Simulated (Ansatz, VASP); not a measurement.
**TiO2: VASP beside Ansatz**

POSCAR

```
TiO2
1.0
   -1.8889722131      1.8889722131      4.6476569410
    1.8889722131     -1.8889722131      4.6476569410
    1.8889722131      1.8889722131     -4.6476569410
Ti O
2 4
Direct
    0.0000000000      0.0000000000      0.0000000000
    0.7500000000      0.2500000000      0.5000000000
    0.2073045411      0.2073045411      0.0000000000
    0.9573045411      0.4573045411      0.5000000000
    0.5426954589      0.0426954589      0.5000000000
    0.7926954589      0.7926954589      0.0000000000
```

File INCAR.step1:

```
ALGO = Normal ; EDIFF = 1E-4
ENCUT = 520 ; GGA = PE
ISMEAR = 0 ; LASPH = T
LCHARG = F ; LREAL = F
LWAVE = T ; NBANDS = 33
NELM = 60 ; PREC = Accurate
SIGMA = 0.05
```

File INCAR.step2:

```
ALGO = Normal ; EDIFF = 1E-6
ENCUT = 520 ; ISIF = 2
ISMEAR = 0 ; ISTART = 1
LASPH = T ; LCHARG = F
LMIXTAU = T ; LREAL = F
LWAVE = F ; METAGGA = R2SCAN
NBANDS = 33 ; NELM = 60
PREC = Accurate ; SIGMA = 0.05
```

File KPOINTS:

```
k-points
0
Gamma
  8 8 8
```

Input for Ansatz:

```yaml
crystal:
  lattice:
    - [-1.8889722131, 1.8889722131, 4.647656941]
    - [1.8889722131, -1.8889722131, 4.647656941]
    - [1.8889722131, 1.8889722131, -4.647656941]
  atoms:
    - { symbol: Ti, position: [0.0, 0.0, 0.0] }
    - { symbol: Ti, position: [0.75, 0.25, 0.5] }
    - { symbol: O, position: [0.2073045411, 0.2073045411, 0.0] }
    - { symbol: O, position: [0.9573045411, 0.4573045411, 0.5] }
    - { symbol: O, position: [0.5426954589, 0.0426954589, 0.5] }
    - { symbol: O, position: [0.7926954589, 0.7926954589, 0.0] }
basis:
  ecutwfc: 500
kpoints:
  mp_grid: { grid: [8, 8, 8] }
hamiltonian:
  xc: r2scan
scf:
  occupations: { method: gaussian, width: 0.05 }
output:
  forces: true
  stress: true
  eigenvalues: true
  write_density: true
  write_potential: true
  elf: true
  volumetric_format: npy
```

Change from the starting cell: strain +0.000 along x and y, -0.030 along z, atoms carried along.

Alike in both runs: task single point; functional r2SCAN; k mesh 8 × 8 × 8; occupations gaussian, width 0.05 eV; no spin polarisation.

|  | VASP | Ansatz |
| --- | --- | --- |
| version | VASP 6.6.1 | Ansatz 0.2.0 |
| potentials or method | VASP PAW PBE potentials, release 64 (Ti_sv, O), cutoff 520 eV | scalar-relativistic, plane waves, PAW |
| valence electrons in the cell | 48 | 48 |

|  | VASP | Ansatz | Ansatz less VASP |
| --- | --- | --- | --- |
| gap on the k mesh at the Fermi level (eV) | 2.65 | 2.63 | -0.021 |
| least direct gap on the mesh (eV) | 2.92 | 2.90 | -0.028 |
| pressure (GPa) | 9.4 | 8.0 | -1.35 |
| traceless stress, the component that is largest in VASP (GPa) | 6.64 | 6.53 | -0.112 |
| rms of the force components (eV/Å) | 0.335 | 0.316 | -0.0196 |

VASP's potentials were made for PBE, not for r2SCAN. Atom by atom the forces differ by 0.020 eV/Å (rms over components). With one functional, cell and mesh, what is left measures potentials, basis and numerics.
